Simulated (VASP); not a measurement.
Input of a VASP 6.6.1 run:

The input POSCAR:

```
TiO2
1.0
    4.5922000000      0.0000000000      0.0000000000
    0.0000000000      4.5922000000      0.0000000000
    0.0000000000      0.0000000000      2.9574000000
Ti O
2 4
Direct
    0.0000000000      0.0000000000      0.0000000000
    0.5000000000      0.5000000000      0.5000000000
    0.3045931702      0.3045931702      0.0000000000
    0.1954068298      0.8045931702      0.5000000000
    0.6954068298      0.6954068298      0.0000000000
    0.8045931702      0.1954068298      0.5000000000
```

File INCAR.step1:

```
PREC = Accurate
ENCUT = 520
ISMEAR = 0
SIGMA = 0.01
LREAL = F
LASPH = T
NELM = 60
NBANDS = 33
GGA = PE
ALGO = Normal
EDIFF = 1E-4
LWAVE = T
LCHARG = F
```

Contents of INCAR.step2:

```
PREC = Accurate
ENCUT = 520
EDIFF = 1E-6
ISMEAR = 0
SIGMA = 0.01
LREAL = F
LASPH = T
NELM = 60
ALGO = Normal
ISIF = 2
LWAVE = F
LCHARG = F
METAGGA = R2SCAN
LMIXTAU = T
NBANDS = 33
ISTART = 1
```

Contents of KPOINTS:

```
regular mesh
0
Gamma
  5 5 7
```

Potentials or basis: VASP PAW PBE potentials, release 64 (Ti_sv, O).

Command:

```console
$ cat potpaw_PBE.64/Ti_sv/POTCAR potpaw_PBE.64/O/POTCAR > POTCAR
$ cp INCAR.step1 INCAR
$ mpirun -np 1 vasp_std > vasp.out
$ cp INCAR.step2 INCAR
$ mpirun -np 1 vasp_std > vasp.out
```

**Question.** Predict the pressure.

**Answer.** 1.4 GPa.

**Question.** What does it give for the largest force?

**Answer.** 0.033 eV/Å.

Stress tensor (GPa, compression positive):
```
1.32 0.00 0.00
0.00 1.32 0.00
0.00 0.00 1.42
```

Caveat: the PAW data sets were made with another functional, which shifts forces and pressure a little.

**What was measured.**

From “Shallow Valence Band of Rutile GeO2 and P-type Doping”, 2020, arxiv:2011.08928, for a bulk crystal of TiO2 at 1.6 K: band gap 3.03 eV (direct).

Measured gap of TiO2: 3.03 eV (direct; 1.6 K; quoted in “Shallow Valence Band of Rutile GeO2 and P-type Doping”, 2020, arxiv:2011.08928). This calculation gives 2.23 eV (-0.80 eV). 2 values of this kind are on record in papers (3.03 to 3.05 eV); this one was drawn at random among those near their median. The value is that of r2SCAN on a finite k mesh, which can miss the band edges, without temperature or zero-point motion.
